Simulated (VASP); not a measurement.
Here is a VASP 6.6.1 calculation.

INCAR

```
ALGO = Normal
EDIFF = 1E-6
ENCUT = 520
GGA = PE
ISIF = 2
ISMEAR = 0
ISPIN = 2
LASPH = T
LCHARG = T
LELF = T
LMAXMIX = 6
LORBIT = 11
LREAL = F
LVHAR = T
LWAVE = F
MAGMOM = 0 0 0 0 1 0
NBANDS = 44
NELM = 150
PREC = Accurate
SIGMA = 0.1
```

KPOINTS

```
k-points
0
Gamma
  4 4 4
```

The input POSCAR:

```
La4TaO
1.0
    0.0000000000      4.3874454714      4.3874454714
    4.3874454714      0.0000000000      4.3874454714
    4.3874454714      4.3874454714      0.0000000000
La Ta O
4 1 1
Direct
    0.3761418806      0.8715743581      0.3761418806
    0.8715743581      0.3761418806      0.3761418806
    0.3761418806      0.3761418806      0.8715743581
    0.3761418806      0.3761418806      0.3761418806
    0.7500000000      0.7500000000      0.7500000000
    0.0000000000      0.0000000000      0.0000000000
```

Potentials or basis: VASP PAW PBE potentials, release 64 (La, Ta_pv, O).

Run with:

```console
$ cat potpaw_PBE.64/La/POTCAR potpaw_PBE.64/Ta_pv/POTCAR potpaw_PBE.64/O/POTCAR > POTCAR
$ mpirun -np 1 vasp_std > vasp.out
```

Estimate the net moment.

0.00 μB per cell.

Estimate the largest force.

0.004 eV/Å.

Estimate the pressure.

0.2 GPa.

Forces in eV/Å, atoms in the order of the input:
```
La   0.002 -0.002  0.002
La  -0.002  0.002  0.002
La   0.002  0.002 -0.002
La  -0.002 -0.002 -0.002
Ta   0.000  0.000  0.000
O    0.000  0.000  0.000
```
